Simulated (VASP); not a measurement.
# Hf: single point with PBE

Hf:

```
Hf
1.0
     2.79133    0.00000    0.00000
    -1.39567    2.41736    0.00000
     0.00000    0.00000    4.59384
Hf
2
Direct
  0.33333 0.66667 0.25000
  0.66667 0.33333 0.75000
```

* Program: VASP 6.6.1
* Task: single point
* Functional: PBE
* Potentials or basis: VASP PAW PBE potentials, release 64 (Hf_pv)
* Cutoff: 520 eV
* k mesh: 16 × 16 × 9
* Occupations: fermi-dirac, width 0.05 eV
* Spin: no spin polarisation

```
Pressure               : 73.2 GPa
Band gap on the k mesh : zero (band 10 reaches 9.21 eV, above the bottom of band 11 at 7.27 eV)
```

Stress tensor (GPa, compression positive):
```
73.25  0.00  0.00
 0.00 73.25  0.00
 0.00  0.00 72.99
```

Levels at points of the mesh, in eV from the Fermi level:
```csv
k point,band 7,band 8,band 9,band 10,band 11,band 12,band 13,band 14
"(0.00, 0.00, 0.00)",-8.40,-5.05,0.99,1.21,1.21,2.33,2.38,2.38
"(0.50, 0.00, 0.00)",-4.49,-4.03,-3.77,0.60,0.89,1.13,2.26,9.10
```

Wall time 20 s on 1 thread of Intel(R) Xeon(R) 6975P-C (Granite Rapids) (shared host), peak memory 0.2 GiB.

Caveat: spin-orbit coupling is left out, which moves the levels of the heavy elements.
